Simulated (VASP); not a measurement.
Here is a VASP 6.6.1 calculation.

INCAR

```
SYSTEM = Co
PREC = Accurate
ENCUT = 520
EDIFF = 1E-6
ISMEAR = 0
SIGMA = 0.1
LREAL = .FALSE.
LASPH = .TRUE.
NELM = 150
ALGO = Normal
ISIF = 2
LWAVE = .FALSE.
LCHARG = .FALSE.
ISPIN = 2
MAGMOM = 1.98
LORBIT = 11
LMAXMIX = 4
GGA = PE
NBANDS = 14
```

Contents of KPOINTS:

```
regular mesh
0
G
  27 27 24
  0 0 0
```

POSCAR

```
Co
1.0
    2.4524118616      0.0000000000      0.0000000000
   -1.2262059308      2.1238509727      0.0000000000
    0.0000000000      0.0000000000      2.3070597957
Co
1
Direct
    0.0000000000      0.0000000000      0.0000000000
```

Potentials or basis: VASP PAW PBE potentials, release 64 (Co).

Launch:

```console
$ cat potpaw_PBE.64/Co/POTCAR > POTCAR
$ mpirun -np 1 vasp_std > vasp.out
```

Task: Estimate the site moments.

Result: Co +1.79 μB.

Task: Estimate the net moment.

Result: 1.78 μB per cell.

Task: Predict the pressure.

Result: -0.8 GPa.

Stress tensor (GPa, compression positive):
```
-0.65  0.00  0.00
 0.00 -0.65  0.00
 0.00  0.00 -1.10
```
